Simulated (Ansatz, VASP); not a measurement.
**One calculation of C, two programs**

```
C
1.0
    -2.49129    0.00000    0.00000
    -1.24565   -2.15752    0.00000
    -2.18000   -1.25863   10.25388
C
10
Direct
  0.22348 0.22348 0.87416
  0.31035 0.31035 0.72524
  0.99339 0.99339 0.12579
  0.45714 0.45714 0.47361
  0.90646 0.90646 0.27480
  0.54407 0.54407 0.32460
  0.52756 0.52756 0.92429
  0.00627 0.00627 0.67511
  0.35596 0.35596 0.07567
  0.09457 0.09457 0.52373
```

Alike in both runs: task single point; functional LDA; k mesh 10 × 10 × 3; occupations gaussian, width 0.05 eV; no spin polarisation.

```csv
,VASP,Ansatz
version,VASP 6.6.1,Ansatz 0.2.0
potentials or method,"VASP PAW LDA potentials, release 64 (C_h), cutoff 1300 eV","scalar-relativistic, plane waves, PAW"
valence electrons in the cell,40,40
```

VASP gave:

- gap on the k mesh at the Fermi level (eV): 3.99
- least direct gap on the mesh (eV): 5.05
- pressure (GPa): 0.8
- traceless stress, the component that is largest in VASP (GPa): -13.70
- rms of the force components (eV/Å): 0.629

Task: What did Ansatz give for the same quantities?

Result: gap on the k mesh at the Fermi level (eV): 3.99; least direct gap on the mesh (eV): 5.05; pressure (GPa): -0.1; traceless stress, the component that is largest in VASP (GPa): -13.72; rms of the force components (eV/Å): 0.631.

LDA's correlation is that of Perdew and Zunger in VASP and of Perdew and Wang (1992) in Ansatz. Atom by atom the forces differ by 0.002 eV/Å (rms over components).
